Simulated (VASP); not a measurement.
Runs of VASP 6.6.1 on Y. It takes space group P6_3/mmc (No. 194, hexagonal). The conventional cell has a = 3.651 Å, b = 3.651 Å, c = 5.747 Å, α = 90.00°, β = 90.00°, γ = 120.00°. Y (site symmetry -6m2) has 12 Y at 3.56 to 3.65 Å within 4.7 Å. 

```csv
task,level,U,k mesh,cutoff (eV),smearing,gap on the mesh (eV),pressure (GPa)
single point,PBE,-,3 × 3 × 1,500,gaussian 0.1 eV,none,-3.6
single point,PBE,-,3 × 3 × 1,500,fermi-dirac 0.0861733 eV,none,-3.6
single point,revPBE,-,3 × 3 × 2,500,gaussian 0.1 eV,none,0.0
single point,PBE,-,"3 × 3 × 1, shifted",500,gaussian 0.1 eV,none,-0.8
single point,PBE+D3(BJ),-,3 × 3 × 2,500,tetrahedron,none,-2.6
single point,RPBE+U,Y d U = 2.0 eV,2 × 2 × 1,500,fermi-dirac 0.25852 eV,none,(b)
electric field gradients,PBE,-,3 × 3 × 2,400,gaussian 0.1 eV,none,-1.1
single point,r2SCAN+D3(BJ),-,2 × 2 × 1,550,gaussian 0.17 eV,none,(a)
single point,PBE+U,Y d U = 7.6 eV,"3 × 3 × 1, shifted",500,gaussian 0.1 eV,none,17.2
```

Alike in all rows: potentials or basis VASP PAW PBE potentials, release 64 (Y_sv); no spin polarisation; cell as given.

Q: Estimate the missing entries.

A: (a) -9.3; (b) -1.5.

Caveats: all runs use coarse meshes; the PAW data sets were made with another functional, which shifts forces and pressure a little (some runs); pairwise dispersion overbinds metals, which lowers pressure and volume (some runs); U without spin polarisation on a metal has little footing (some runs); the U is typed as a test and isn't derived for this compound (some runs).

A k mesh can miss the band edges, and the runs leave out spin-orbit coupling on Y.

A gap of «none» marks levels without a gap at the run's occupations.
